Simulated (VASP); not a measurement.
Here is a VASP 6.6.1 calculation.

File INCAR:

```
  PREC = Accurate
  ENCUT = 600
  EDIFF = 1E-6
  ISMEAR = -1
  SIGMA = 0.15
  LREAL = False
  LASPH = True
  NELM = 80
  ALGO = Fast
  ISIF = 3
  LWAVE = False
  LCHARG = False
  GGA = PS
  IBRION = 2
  NSW = 80
  EDIFFG = -0.001
```

Contents of KPOINTS:

```
Automatic mesh
0
Gamma
  18 18 10
```

File POSCAR:

```
Ag
1.0
    2.8670626668      0.0000000000      0.0000000000
   -1.4335313334      2.4829491037      0.0000000000
    0.0000000000      0.0000000000      4.6907149256
Ag
2
Direct
    0.3333333333      0.6666666667      0.2500000000
    0.6666666667      0.3333333333      0.7500000000
```

Potentials or basis: VASP PAW PBE potentials, release 64 (Ag).

Launch:

```sh
$ cat potpaw_PBE.64/Ag/POTCAR > POTCAR
$ mpirun -np 1 vasp_std > vasp.out
```

**Question.** Estimate the relaxed volume.

**Answer.** 16.66 Å³/atom.

**Question.** Estimate the band gap on the k mesh.

**Answer.** Zero (bands 11 and 12 overlap by 7.55 eV).

**Question.** What does it give for the space group after relaxing (to 0.1 Å)?

**Answer.** P6_3/mmc (No. 194).

**Question.** What does it give for the relaxed cell?

**Answer.** a = 2.862 Å, b = 2.862 Å, c = 4.697 Å, α = 90.00°, β = 90.00°, γ = 120.00°.

Step by step:
| step | energy change (eV) | largest force (eV/Å) | pressure (GPa) | volume (Å³) |
| --- | --- | --- | --- | --- |
| 1 | 0.0000 | 0.0000 | -0.35 | 33.39 |
| 2 | 0.0000 | 0.0000 | 0.36 | 33.22 |
| 3 | -0.0001 | 0.0000 | 0.01 | 33.31 |
| 4 | -0.0001 | 0.0000 | 0.09 | 33.30 |
| 5 | -0.0001 | 0.0000 | 0.05 | 33.31 |
| 6 | -0.0001 | 0.0000 | 0.04 | 33.31 |
| 7 | -0.0001 | 0.0000 | 0.00 | 33.33 |
| 8 | -0.0001 | 0.0000 | 0.00 | 33.32 |
| 9 | -0.0001 | 0.0000 | 0.02 | 33.32 |
| 10 | -0.0001 | 0.0000 | 0.01 | 33.32 |
| 11 | -0.0001 | 0.0000 | 0.01 | 33.32 |
| 12 | -0.0001 | 0.0000 | 0.00 | 33.32 |

Caveat: the PAW data sets were made with another functional, which shifts forces and pressure a little.
